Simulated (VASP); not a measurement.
A run of VASP 6.6.1:

Contents of INCAR:

```
PREC = Accurate ; ENCUT = 700
EDIFF = 1E-7 ; ISMEAR = 0
SIGMA = 0.1 ; LREAL = False
LASPH = True ; NELM = 200
ALGO = Normal ; ISIF = 3
LWAVE = False ; LCHARG = False
ISPIN = 2 ; MAGMOM = 0.12 0
LORBIT = 11 ; LMAXMIX = 4
GGA = PE ; IBRION = 2
NSW = 90 ; EDIFFG = -0.04
GGA_COMPAT = False ; NELMIN = 4
```

KPOINTS

```
Automatic mesh
0
Gamma
  6 6 6
```

The input POSCAR:

```
ReF
1.0
    2.9888206243      0.0000000000      0.0000000000
   -1.4944103121      2.5883945880      0.0000000000
    0.0000000000      0.0000000000      2.9151419962
Re F
1 1
Direct
    0.0000000000      0.0000000000      0.0000000000
    0.6666666667      0.3333333333      0.5000000000
```

Potentials or basis: VASP PAW PBE potentials, release 64 (Re_sv_GW, F).

Launch:

```console
$ cat potpaw_PBE.64/Re_sv_GW/POTCAR potpaw_PBE.64/F/POTCAR > POTCAR
$ mpirun -np 1 vasp_std > vasp.out
```

Hardware: 1 thread of Intel(R) Xeon(R) Platinum 8375C CPU @ 2.90GHz (Ice Lake) (shared host).

Question: How long does it take, and how much memory?

Answer: It took 6 min on 1 thread of Intel(R) Xeon(R) Platinum 8375C CPU @ 2.90GHz (Ice Lake), with other jobs on the host, peak memory 0.21 GiB. Counts: scf iterations 140, k points 28, ion steps 10.
